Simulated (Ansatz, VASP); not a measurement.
One calculation of Mg3ZnTe4, two programs

```xyz
8
Lattice="4.5833 -0.0001 -0.0005 -2.2917 3.9703 0.0001 0.0017 0.0015 14.7447" Properties=species:S:1:pos:R:3 pbc="T T T"
Mg    2.2924    1.3233    0.0521
Mg    2.2916    1.3231    7.2929
Mg    0.0017    0.0010   11.0497
Zn    0.0001    0.0016    3.6896
Te    2.2917    1.3249    2.8731
Te    2.2932    1.3246   10.1068
Te   -0.0002   -0.0005    6.3669
Te    0.0024    0.0011   13.8604
```

Change from the starting cell: cell x1, atoms moved at random (sigma 0.05 Å) and cell strained at random (1.5 %), then relaxed without symmetry.

Alike in both runs: functional PBE; k mesh 3 × 3 × 1; occupations gaussian, width 0.1 eV; no spin polarisation.

Ansatz relaxed the structure, and its values are those at the end. VASP's run is a single point on that final structure, the one shown.

|  | VASP | Ansatz |
| --- | --- | --- |
| version | VASP 6.6.1 | Ansatz 0.2.0 |
| potentials or method | VASP PAW PBE potentials, release 64 (Mg, Zn, Te), cutoff 520 eV | scalar-relativistic, plane waves, PAW |
| valence electrons in the cell | 42 | 106 |

|  | VASP | Ansatz | Ansatz less VASP |
| --- | --- | --- | --- |
| gap on the k mesh at the Fermi level (eV) | 1.42 | 1.42 | +0.006 |
| least direct gap on the mesh (eV) | 1.42 | 1.42 | +0.006 |
| pressure (GPa) | 0.0 | 0.0 | -0.01 |

VASP's potentials hold 42 valence electrons a cell and Ansatz's 106, so a difference there can come from the potentials and not from the codes.

The k mesh is coarse, so the values compare programs but aren't converged. Neither program's run includes spin-orbit coupling.
